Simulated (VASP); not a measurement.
Cu: relaxation of cell and atoms with r2SCAN

Cu:

```
CELL_PARAMETERS angstrom
-1.43500 1.43500 1.43500
1.43500 -1.43500 1.43500
1.43500 1.43500 -1.43500
ATOMIC_POSITIONS crystal
Cu 0.00000 0.00000 0.00000
```

This isn't the form of Cu at room conditions, which is fcc.

```
Program                : VASP 6.6.1
Task                   : relaxation of cell and atoms
Functional             : r2SCAN
Potentials or basis    : VASP PAW PBE potentials, release 64 (Cu)
Cutoff                 : 660 eV
k mesh                 : 11 × 11 × 11
Occupations            : gaussian, width 0.05 eV
Spin                   : no spin polarisation
Target pressure        : 30 GPa
Dipole correction      : no
Further INCAR settings : ALGO = Normal; EDIFF = 1e-07; IBRION = 2; EDIFFG = -0.01; NSW = 80; ISIF = 3
```

The relaxed volume is 10.08 Å³/atom. The relaxed cell is a = 2.357 Å, b = 2.357 Å, c = 2.357 Å, α = 109.47°, β = 109.47°, γ = 109.47°, the space group after relaxing (to 0.1 Å) is Im-3m (No. 229) and the energy change on relaxing (the run minimises the enthalpy) is +114.3 meV/atom. The ionic steps are 7, the pressure after relaxing is 30.0 GPa and the band gap on the k mesh is zero (an odd number of electrons rules out a gap without spin polarisation).

Step by step:
| step | energy change (eV) | largest force (eV/Å) | pressure (GPa) | volume (Å³) |
| --- | --- | --- | --- | --- |
| 1 | 0.0000 | 0.0000 | -3.89 | 11.82 |
| 2 | 1.0697 | 0.0000 | 140.44 | 8.04 |
| 3 | 0.0970 | 0.0000 | 27.13 | 10.17 |
| 4 | 0.1099 | 0.0000 | 29.25 | 10.10 |
| 5 | 0.1159 | 0.0000 | 30.34 | 10.07 |
| 6 | 0.1108 | 0.0000 | 29.37 | 10.09 |
| 7 | 0.1143 | 0.0000 | 30.00 | 10.08 |

Final structure:
```
Cu
1.0
    -1.36061    1.36061    1.36061
     1.36061   -1.36061    1.36061
     1.36061    1.36061   -1.36061
Cu
1
Direct
  0.00000 0.00000 0.00000
```

Levels at points of the mesh, in eV from the Fermi level:
| k point | band 2 | band 3 | band 4 | band 5 | band 6 | band 7 | band 8 | band 9 |
| --- | --- | --- | --- | --- | --- | --- | --- | --- |
| (0.00, 0.00, 0.00) | -3.76 | -3.76 | -3.76 | -2.48 | -2.48 | 27.65 | 27.65 | 27.65 |

Run time: 110 s on 1 thread of Intel(R) Xeon(R) Platinum 8488C (Sapphire Rapids), on a shared host, peak memory 0.16 GiB.

Caveat: the cell is relaxed towards a set pressure, so the run minimises the enthalpy, not the energy; the PAW data sets were made with another functional, which shifts forces and pressure a little.
